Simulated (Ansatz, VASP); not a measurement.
# One calculation of AlNi, two programs

INCAR

```
SYSTEM = AlNi
PREC = Accurate
ENCUT = 520
EDIFF = 1E-6
ISMEAR = 0
SIGMA = 0.15
LREAL = .FALSE.
LASPH = .TRUE.
NELM = 100
ALGO = Fast
ISIF = 2
LWAVE = .FALSE.
LCHARG = .FALSE.
GGA = PE
NBANDS = 14
```

The input KPOINTS:

```
regular mesh
0
G
  20 20 20
  0 0 0
```

Contents of POSCAR:

```
AlNi
1.0
    2.0428098070     -2.1960205425      0.0000000000
    2.0428098070      2.1960205425      0.0000000000
    0.0000000000      0.0000000000      2.9011416498
Al Ni
1 1
Direct
    0.0000000000      0.0000000000      0.0000000000
    0.5000000000      0.5000000000      0.5000000000
```

Input for Ansatz:

```yaml
crystal:
  lattice:
    - [2.042809807, -2.1960205425, 0.0]
    - [2.042809807, 2.1960205425, 0.0]
    - [0.0, 0.0, 2.9011416498]
  atoms:
    - { symbol: Al, position: [0.0, 0.0, 0.0] }
    - { symbol: Ni, position: [0.5, 0.5, 0.5] }
basis:
  ecutwfc: 420
kpoints:
  mp_grid: { grid: [20, 20, 20] }
hamiltonian:
  xc: pbe
scf:
  occupations: { method: gaussian, width: 0.15 }
output:
  forces: true
  stress: true
  eigenvalues: true
```

Change from the starting cell: strain +0.0750 x Voigt [0, 1, 0, 0, 0, 0], atoms carried along.

Alike in both runs: task single point; functional PBE; k mesh 20 × 20 × 20; occupations gaussian, width 0.15 eV; no spin polarisation.

```csv
,VASP,Ansatz
version,VASP 6.6.1,Ansatz 0.2.0
potentials or method,"VASP PAW PBE potentials, release 64 (Al, Ni), cutoff 520 eV","scalar-relativistic, plane waves, PAW"
valence electrons in the cell,13,21
```

```tsv
	VASP	Ansatz	Ansatz less VASP
gap on the k mesh at the Fermi level (eV)	none	none	-
pressure (GPa)	-9.2	-9.1	+0.15
traceless stress, the component that is largest in VASP (GPa)	-7.23	-7.23	+0.008
```

A gap of «none» marks a metal or a gap that the smearing closes. The functional is the same, so the differences come from potentials, cutoffs and numerics. VASP's potentials hold 13 valence electrons a cell and Ansatz's 21, so a difference there can come from the potentials and not from the codes.
